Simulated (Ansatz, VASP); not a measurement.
Two plane-wave programs on NaCl

```
CELL_PARAMETERS angstrom
3.50219 0.00000 0.00000
0.00000 3.50219 0.00000
0.00000 0.00000 3.64228
ATOMIC_POSITIONS crystal
Na 0.00000 0.00000 0.00000
Cl 0.50000 0.50000 0.50000
```

Change from the starting cell: strain +0.000 along x and y, +0.040 along z, atoms carried along.

Alike in both runs: task single point; functional PBEsol; k mesh 6 × 6 × 6; occupations gaussian, width 0.05 eV; no spin polarisation.

```csv
,VASP,Ansatz
version,VASP 6.6.1,Ansatz 0.2.0
potentials or method,"VASP PAW PBE potentials, release 64 (Na_pv, Cl), cutoff 520 eV","scalar-relativistic, plane waves, PAW"
valence electrons in the cell,14,16
```

|  | VASP | Ansatz | Ansatz less VASP |
| --- | --- | --- | --- |
| gap on the k mesh at the Fermi level (eV) | 3.62 | 3.62 | +0.003 |
| least direct gap on the mesh (eV) | 4.06 | 4.06 | +0.003 |
| pressure (GPa) | -2.0 | -2.0 | 0.00 |
| traceless stress, the component that is largest in VASP (GPa) | -1.76 | -1.76 | 0.000 |

VASP's potentials were made for PBE, not for PBEsol. The functional is the same, so the differences come from potentials, cutoffs and numerics. VASP's potentials hold 14 valence electrons a cell and Ansatz's 16, so a difference there can come from the potentials and not from the codes.
